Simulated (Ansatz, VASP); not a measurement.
# One calculation of Au, two programs

The input INCAR:

```
PREC = Accurate
ENCUT = 520
EDIFF = 1E-7
ISMEAR = -1
SIGMA = 0.08
LREAL = F
LASPH = T
NELM = 60
ALGO = Normal
ISIF = 2
LWAVE = F
LCHARG = F
LDIPOL = T
IDIPOL = 3
DIPOL = 0.5 0.5 0.500
GGA = CA
NBANDS = 18
```

File KPOINTS:

```
regular mesh
0
Gamma
  14 14 1
```

POSCAR

```
Au
1.0
    2.8625268927      0.0000000000      0.0000000000
    0.0000000000      2.8625268927      0.0000000000
    0.0000000000      0.0000000000     18.0241000000
Au
2
Direct
    0.2500000000      0.2500000000      0.4438498406
    0.7500000000      0.7500000000      0.5561501594
```

Input for Ansatz:

```yaml
crystal:
  lattice:
    - [2.8625268927, 0.0, 0.0]
    - [0.0, 2.8625268927, 0.0]
    - [0.0, 0.0, 18.0241]
  atoms:
    - { symbol: Au, position: [0.25, 0.25, 0.4438498406] }
    - { symbol: Au, position: [0.75, 0.75, 0.5561501594] }
kpoints:
  mp_grid: { grid: [14, 14, 1] }
scf:
  occupations: { method: fermi_dirac, width: 0.08 }
hamiltonian:
  xc: lda
  pseudopotentials: { kind: all_electron, lapw: { basis_error: 0.001 } }
output:
  forces: true
  stress: true
  eigenvalues: true
  populations: true
  dos: { projected: true, de: 0.2, e_range: [-14, 8] }
efield:
  axis: 3
  amplitude: 0
  dipole_correction: true
```

Alike in both runs: task single point; functional LDA; k mesh 14 × 14 × 1; occupations fermi-dirac, width 0.08 eV; no spin polarisation.

```csv
,VASP,Ansatz
version,VASP 6.6.1,Ansatz 0.2.0
potentials or method,"VASP PAW LDA potentials, release 64 (Au), cutoff 520 eV","all-electron LAPW, scalar-relativistic"
```

Ansatz gave:

| Quantity | Value |
| --- | --- |
| rms of the force components (eV/Å) | 0.160 |

Problem. Which values does VASP return?

Solution. rms of the force components (eV/Å): 0.147.

LDA's correlation is that of Perdew and Zunger in VASP and of Perdew and Wang (1992) in Ansatz. Atom by atom the forces differ by 0.014 eV/Å (rms over components). Ansatz ran all-electron here, and VASP with PAW potentials.

Neither program's run includes spin-orbit coupling.
